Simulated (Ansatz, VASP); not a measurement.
**One calculation of SnSe2, two programs**

```xyz
3
Lattice="3.7490 0.0000 0.0000 -1.8745 3.2467 0.0000 0.0000 0.0000 32.3737" Properties=species:S:1:pos:R:3 pbc="T T T"
Se    1.8745    1.0822   14.7114
Se    0.0000    2.1645   17.6624
Sn    0.0000    0.0000   16.1869
```

Alike in both runs: task single point; functional PBE; dispersion D3(BJ); k mesh 9 × 9 × 1; occupations gaussian, width 0.02 eV; no spin polarisation.

|  | VASP | Ansatz |
| --- | --- | --- |
| version | VASP 6.6.1 | Ansatz 0.2.0 |
| potentials or method | VASP PAW PBE potentials, release 64 (Se, Sn_d), cutoff 520 eV | scalar-relativistic, plane waves, PAW |
| valence electrons in the cell | 26 | 46 |

|  | VASP | Ansatz | Ansatz less VASP |
| --- | --- | --- | --- |
| gap on the k mesh at the Fermi level (eV) | 1.17 | 1.18 | +0.005 |
| least direct gap on the mesh (eV) | 1.44 | 1.44 | +0.005 |
| rms of the force components (eV/Å) | 0.811 | 0.801 | -0.0100 |

VASP's potentials hold 26 valence electrons a cell and Ansatz's 46, so a difference there can come from the potentials and not from the codes.
